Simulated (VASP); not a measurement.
Wanted: the native input for a VASP 6.6.1 run.

| Quantity | Value |
| --- | --- |
| Task | relaxation of cell and atoms |
| Functional | PBE |
| Potentials or basis | VASP PAW PBE potentials, release 64 (Si, Ni) |
| Cutoff | 600 eV |
| k mesh | 6 × 6 × 4 |
| Occupations | gaussian, width 0.1 eV |
| Spin | no spin polarisation |
| Dipole correction | no |
| Further INCAR settings | ALGO = Normal; EDIFF = 1e-06; IBRION = 2; EDIFFG = -0.04; NSW = 90; ISIF = 3 |

The structure of SiNi2 lies in POSCAR:

```
SiNi2
1.0
    3.8359985066      0.0000000000      0.0000000000
   -1.9179992533      3.3220721556      0.0000000000
    0.0000000000      0.0000000000      4.9480000000
Si Ni
2 4
Direct
    0.3333333333      0.6666666667      0.7500000000
    0.6666666667      0.3333333333      0.2500000000
    0.0000000000      0.0000000000      0.0000000000
    0.0000000000      0.0000000000      0.5000000000
    0.3333333333      0.6666666667      0.2500000000
    0.6666666667      0.3333333333      0.7500000000
```

These files were run (other wordings do the same):

INCAR

```
SYSTEM = SiNi2
PREC = Accurate ; ENCUT = 600
EDIFF = 1E-6 ; ISMEAR = 0
SIGMA = 0.1 ; LREAL = .FALSE.
LASPH = .TRUE. ; NELM = 60
ALGO = Normal ; ISIF = 3
LWAVE = .FALSE. ; LCHARG = .FALSE.
GGA = PE ; IBRION = 2
NSW = 90 ; EDIFFG = -0.04
```

KPOINTS

```
regular mesh
0
G
  6 6 4
  0 0 0
```

Potentials or basis: VASP PAW PBE potentials, release 64 (Si, Ni).

Run with:

```sh
$ cat potpaw_PBE.64/Si/POTCAR potpaw_PBE.64/Ni/POTCAR > POTCAR
$ mpirun -np 1 vasp_std > vasp.out
```

Results of the run:

The relaxed volume is 11.03 Å³/atom. The relaxed cell is a = 3.912 Å, b = 3.912 Å, c = 4.995 Å, α = 90.00°, β = 90.00°, γ = 120.00°. The space group after relaxing (to 0.05 Å) is P6_3/mmc (No. 194) and the energy gained by relaxing is 17.9 meV/atom. The ionic steps are 5, the pressure after relaxing is -0.3 GPa and the band gap on the k mesh is zero (band 24 reaches 13.61 eV, above the bottom of band 25 at 10.41 eV).

Wall time 99 s on 1 thread of Intel(R) Xeon(R) 6975P-C (Granite Rapids), on a shared host, peak memory 0.21 GiB.
